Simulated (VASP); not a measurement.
# ZrB2 (P6/mmm) in VASP: notebook, part 2 of 2

VASP 6.6.1. The steps go on from the part before.

## 3. Single point, LDA

This run uses another cell than the first one, of 10.48 Å³/atom, 1.003 times its volume.

The input, INCAR:

```
SYSTEM = ZrB2
PREC     = Accurate       ! precision mode
ENCUT    = 520            ! plane-wave cutoff, eV
EDIFF    = 1E-6           ! SCF threshold, eV
ISMEAR   = 0              ! smearing method
SIGMA    = 0.15           ! smearing width, eV
LREAL    = .FALSE.        ! projectors in reciprocal space
LASPH    = .TRUE.         ! aspherical terms in the spheres
NELM     = 80             ! most SCF steps
ALGO     = Normal         ! electronic algorithm
ISIF     = 2              ! what is computed and relaxed
LWAVE    = .FALSE.        ! write WAVECAR
LCHARG   = .TRUE.         ! write CHGCAR
GGA      = CA             ! functional
LELF     = .TRUE.         ! ELF
LVHAR    = .TRUE.       
NBANDS   = 16             ! bands
```

The input, KPOINTS:

```
regular mesh
0
G
  15 15 12
  0 0 0
```

The input, POSCAR:

```
ZrB2
1.0
    3.2265000000      0.0000000000      0.0000000000
   -1.6132500000      2.7942309653      0.0000000000
    0.0000000000      0.0000000000      3.4889014692
Zr B
1 2
Direct
    0.0000000000      0.0000000000      0.0000000000
    0.3333333333      0.6666666667      0.5000000000
    0.6666666667      0.3333333333      0.5000000000
```

Potentials or basis: VASP PAW LDA potentials, release 64 (Zr_sv, B).

The run is started by

```console
$ cat potpaw_LDA.64/Zr_sv/POTCAR potpaw_LDA.64/B/POTCAR > POTCAR
$ mpirun -np 1 vasp_std > vasp.out
```

OUTCAR:

```text
SYSTEM = ZrB2
   PREC = Accurate
   ENCUT = 520
   EDIFF = 1E-6
   ISMEAR = 0
   LREAL = .FALSE.
   LASPH = .TRUE.
   NELM = 80
   ISIF = 2
   GGA = CA

 ion  position               nearest neighbor table
   1  0.000  0.000  0.000-   2 2.55   3 2.55   2 2.55   3 2.55   2 2.55   2 2.55   3 2.55   3 2.55
                             3 2.55   3 2.55   2 2.55   2 2.55
   2  0.333  0.667  0.500-   3 1.86   3 1.86   3 1.86   1 2.55   1 2.55   1 2.55   1 2.55   1 2.55
                             1 2.55
   3  0.667  0.333  0.500-   2 1.86   2 1.86   2 1.86   1 2.55   1 2.55   1 2.55   1 2.55   1 2.55
                             1 2.55

  LATTYP: Found a hexagonal cell.
 ALAT       =     3.2265000000
 C/A-ratio  =     1.0813269702

  Lattice vectors:

 A1 = (   3.2265000000,   0.0000000000,   0.0000000000)
 A2 = (  -1.6132500000,   2.7942309653,   0.0000000000)
 A3 = (   0.0000000000,   0.0000000000,   3.4889014692)

Analysis of symmetry for initial positions (statically):
=====================================================================
 Subroutine PRICEL returns:
 Original cell was already a primitive cell.

 Routine SETGRP: Setting up the symmetry group for a
 hexagonal supercell.

 Subroutine GETGRP returns: Found 24 space group operations
[... 172 lines left out ...]
 fundamental gap:      0.0363475755
 Fermi energy:        10.2211152768

 k-point     1 :       0.0000    0.0000    0.0000
  band No.  band energies     occupation
      1     -38.1620      2.00000
      2     -16.4717      2.00000
      3     -16.0029      2.00000
      4     -16.0029      2.00000
      5      -2.2098      2.00000
      6       7.4305      2.00000
[... 433 lines left out ...]
      3     -16.3773      2.00000
      4     -16.3123      2.00000
      5       2.0191      2.00000
      6       2.1232      2.00000
[... 8 lines left out ...]
     15      19.3204      0.00000
     16      19.5507      0.00000

 [... further k-points ...]

------------------------ aborting loop because EDIFF is reached ----------------------------------------

  FORCE on cell =-STRESS in cart. coord.  units (eV):
  Direction    XX          YY          ZZ          XY          YZ          ZX
  --------------------------------------------------------------------------------------
  -------------------------------------------------------------------------------------
  Total       -3.3633000     -3.3633000     -1.3126985      0.0000000      0.0000000      0.0000000
  in kB     -171.3142576   -171.3142576    -66.8640840      0.0000000      0.0000000      0.0000000
  external PRESSURE =    -136.4975331 kB  Pullay stress =       0.0000000 kB

 VOLUME and BASIS-vectors are now :
 -----------------------------------------------------------------------------
  energy-cutoff  :      520.00
  volume of cell :       31.45
      direct lattice vectors                 reciprocal lattice vectors
     3.226500000  0.000000000  0.000000000     0.309933364  0.178940111  0.000000000
    -1.613250000  2.794230965  0.000000000     0.000000000  0.357880223  0.000000000
     0.000000000  0.000000000  3.488901469     0.000000000  0.000000000  0.286623170

 POSITION                                       TOTAL-FORCE (eV/Angst)
 -----------------------------------------------------------------------------------
      0.00000      0.00000      0.00000         0.000000      0.000000     -0.000000
     -0.00000      1.86282      1.74445        -0.000000      0.000000     -0.000000
      1.61325      0.93141      1.74445         0.000000      0.000000      0.000000
 -----------------------------------------------------------------------------------
    total drift:                               -0.000000      0.000000     -0.000000

  FREE ENERGIE OF THE ION-ELECTRON SYSTEM (eV)
  ---------------------------------------------------
  free  energy   TOTEN  =       -27.3861294975 eV

  energy  without entropy=      -27.3830461665  energy(sigma->0) =      -27.38458783
```

OSZICAR:

```text
N       E                     dE             d eps       ncg     rms          rms(c)
DAV:   1     0.100577308597E+03    0.10058E+03   -0.96234E+03  6048   0.111E+03
DAV:   2    -0.258753222243E+02   -0.12645E+03   -0.12141E+03  7896   0.290E+02
DAV:   3    -0.299432599409E+02   -0.40679E+01   -0.40523E+01  9320   0.448E+01
DAV:   4    -0.300083418698E+02   -0.65082E-01   -0.65071E-01  7320   0.514E+00
DAV:   5    -0.300094594089E+02   -0.11175E-02   -0.11175E-02  9160   0.495E-01    0.210E+01
DAV:   6    -0.274419389728E+02    0.25675E+01   -0.58239E+00  7824   0.158E+01    0.828E+00
DAV:   7    -0.273913850908E+02    0.50554E-01   -0.57351E-01  8480   0.466E+00    0.314E+00
DAV:   8    -0.273900288753E+02    0.13562E-02   -0.89994E-02  7240   0.239E+00    0.350E-01
DAV:   9    -0.273863570049E+02    0.36719E-02   -0.17752E-02  7488   0.991E-01    0.165E-01
DAV:  10    -0.273861259488E+02    0.23106E-03   -0.12704E-03  7264   0.316E-01    0.377E-02
DAV:  11    -0.273861307020E+02   -0.47532E-05   -0.49974E-05  8216   0.652E-02    0.945E-03
DAV:  12    -0.273861296997E+02    0.10022E-05   -0.23992E-06  6368   0.133E-02    0.548E-03
DAV:  13    -0.273861294975E+02    0.20224E-06   -0.36073E-07  3888   0.537E-03
   1 F= -.27386129E+02 E0= -.27384588E+02  d E =-.308333E-02
```

Run time: 55 s. Hardware: 1 thread of Intel Xeon 6975P-C (Granite Rapids), shared host; peak memory 0.2 GiB.

What came out:

| Property | Result |
| --- | --- |
| Free energy | -27.3861 eV |
| Pressure | -13.6 GPa |
| Band gap on the k mesh | zero (band 9 reaches 10.70 eV, above the bottom of band 10 at 9.99 eV) |

Stress tensor (GPa, compression positive):
```
-17.13   0.00   0.00
  0.00 -17.13   0.00
  0.00   0.00  -6.69
```

## 4. Single point, LDA

This run uses another cell than the first one, of 10.59 Å³/atom, 1.013 times its volume.

The input, INCAR:

```
SYSTEM = ZrB2
ALGO = Normal ; EDIFF = 1E-7
ENCUT = 520 ; GGA = CA
ISIF = 2 ; ISMEAR = 0
LASPH = .TRUE. ; LCHARG = .TRUE.
LELF = .TRUE. ; LREAL = .FALSE.
LVHAR = .TRUE. ; LWAVE = .FALSE.
NBANDS = 16 ; NELM = 60
PREC = Accurate ; SIGMA = 0.15
```

The input, KPOINTS:

```
k-points
0
G
  15 15 12
  0 0 0
```

The input, POSCAR:

```
ZrB2
1.0
    3.1639000000      0.0000000000      0.0000000000
   -1.5819500000      2.7400177750      0.0000000000
    0.0000000000      0.0000000000      3.6633000000
Zr B
1 2
Direct
    0.0000000000      0.0000000000      0.0000000000
    0.3333333333      0.6666666667      0.5000000000
    0.6666666667      0.3333333333      0.5000000000
```

The run is started by

```console
$ cat potpaw_LDA.64/Zr_sv/POTCAR potpaw_LDA.64/B/POTCAR > POTCAR
$ mpirun -np 1 vasp_std > vasp.out
```

Wall time 61 s (1 thread of Intel Xeon 6975P-C (Granite Rapids), shared host); peak memory 0.2 GiB.

Results (log left out):

| Quantity | Value |
| --- | --- |
| Free energy | -27.3577 eV |
| Pressure | -14.6 GPa |
| Band gap on the k mesh | zero (band 9 reaches 10.84 eV, above the bottom of band 10 at 9.83 eV) |

Stress tensor (GPa, compression positive):
```
-10.97   0.00   0.00
  0.00 -10.97   0.00
  0.00   0.00 -21.80
```

Levels at points of the mesh, in eV from the Fermi level:
```
           k point  band 6  band 7  band 8  band 9  band 10  band 11  band 12  band 13
(0.00, 0.00, 0.00)   -2.60   -2.55   -2.26   -2.26     3.30     3.30     3.74     3.74
(0.00, 0.00, 0.50)   -6.81   -0.74   -0.74    0.69     0.69     0.78     0.78     1.16
```

## 5. The runs side by side

```tsv
cell	gap on the mesh (eV)	pressure (GPa)
a = 3.195, b = 3.195, c = 3.547 Å, angles 90.0, 90.0, 120.0°, 3 atoms	none	-12.7
a = 3.227, b = 3.226, c = 3.489 Å, angles 90.0, 90.0, 120.0°, 3 atoms	none	-13.6
a = 3.164, b = 3.164, c = 3.663 Å, angles 90.0, 90.0, 120.0°, 3 atoms	none	-14.6
```

Alike in all rows: task single point; level LDA; potentials or basis VASP PAW LDA potentials, release 64 (Zr_sv, B); no spin polarisation; k mesh 15 × 15 × 12; cutoff (eV) 520; smearing gaussian 0.15 eV.

Total energies depend on the potentials used, so only differences within one code and one set of settings carry meaning.
